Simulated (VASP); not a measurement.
A run of VASP 6.6.1 is set up as follows.

Contents of INCAR:

```
PREC = Accurate
ENCUT = 600
EDIFF = 1E-6
ISMEAR = 0
SIGMA = 0.01
LREAL = F
LASPH = T
NELM = 120
ALGO = Normal
ISIF = 2
LWAVE = F
LCHARG = F
GGA = PE
NBANDS = 14
GGA_COMPAT = F
```

File KPOINTS:

```
regular mesh
0
Gamma
  6 6 6
```

Contents of POSCAR:

```
NaF
1.0
    0.0000000000      2.3505459843      2.3505459843
    2.3505459843      0.0000000000      2.3505459843
    2.3505459843      2.3505459843      0.0000000000
Na F
1 1
Direct
    0.0000000000      0.0000000000      0.0000000000
    0.5000000000      0.5000000000      0.5000000000
```

Potentials or basis: VASP PAW PBE potentials, release 64 (Na_pv, F).

Command:

```sh
$ cat potpaw_PBE.64/Na_pv/POTCAR potpaw_PBE.64/F/POTCAR > POTCAR
$ mpirun -np 1 vasp_std > vasp.out
```

**Question.** Predict the band gap on the k mesh.

**Answer.** 6.07 eV, direct.

**Question.** Predict the pressure.

**Answer.** -0.2 GPa.

Expect the measured gap to be larger: semilocal functionals such as PBE lack the derivative discontinuity.
